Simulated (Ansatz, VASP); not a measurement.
## P in VASP and in Ansatz

```
P
1.0
    -3.12547    3.12547    2.33731
     3.12547   -3.12547    2.33731
     3.12547    3.12547   -2.33731
P
6
Direct
  0.00000 0.00000 0.00000
  0.75000 0.25000 0.50000
  0.37500 0.62500 0.75000
  0.37500 0.12500 0.75000
  0.37500 0.62500 0.25000
  0.87500 0.62500 0.25000
```

Alike in both runs: task relaxation of cell and atoms; functional PBE; k mesh 10 × 10 × 10; occupations gaussian, width 0.1 eV; no spin polarisation.

```csv
,VASP,Ansatz
version,VASP 6.6.1,Ansatz 0.2.0
potentials or method,"VASP PAW PBE potentials, release 64 (P), cutoff 600 eV","scalar-relativistic, plane waves, PAW"
valence electrons in the cell,30,30
```

Ansatz gave:

- gap on the k mesh at the Fermi level, each at its own relaxed structure (eV): none
- relaxed volume (Å³/atom): 15.14
- relaxed length of the cell vector where the two differ most in proportion (Å): 4.992

What did VASP give for the same quantities?

gap on the k mesh at the Fermi level, each at its own relaxed structure (eV): none; relaxed volume (Å³/atom): 15.11; relaxed length of the cell vector where the two differ most in proportion (Å): 4.989.

A gap of «none» marks a metal or a gap that the smearing closes.
